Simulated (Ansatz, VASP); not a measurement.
# Cd: VASP beside Ansatz

```xyz
2
Lattice="2.8299 0.0000 0.0000 -1.4150 2.4508 0.0000 0.0000 0.0000 5.4772" Properties=species:S:1:pos:R:3 pbc="T T T"
Cd    0.0000    1.6339    1.3693
Cd    1.4150    0.8169    4.1079
```

Change from the starting cell: strain -0.050 along x and y, -0.025 along z, atoms carried along.

Alike in both runs: task single point; functional PBE; k mesh 18 × 18 × 8; occupations gaussian, width 0.15 eV; no spin polarisation.

|  | VASP | Ansatz |
| --- | --- | --- |
| version | VASP 6.6.1 | Ansatz 0.2.0 |
| potentials or method | VASP PAW PBE potentials, release 64 (Cd_sv_GW), cutoff 630 eV | scalar-relativistic, plane waves, PAW |
| valence electrons in the cell | 40 | 40 |

VASP gave:

```
gap on the k mesh at the Fermi level (eV)                     : none
pressure (GPa)                                                : 14.7
traceless stress, the component that is largest in VASP (GPa) : -5.01
```

Problem. What did Ansatz give for the same quantities?

Solution. gap on the k mesh at the Fermi level (eV): none; pressure (GPa): 15.0; traceless stress, the component that is largest in VASP (GPa): -5.01.

A gap of «none» marks a metal or a gap that the smearing closes.
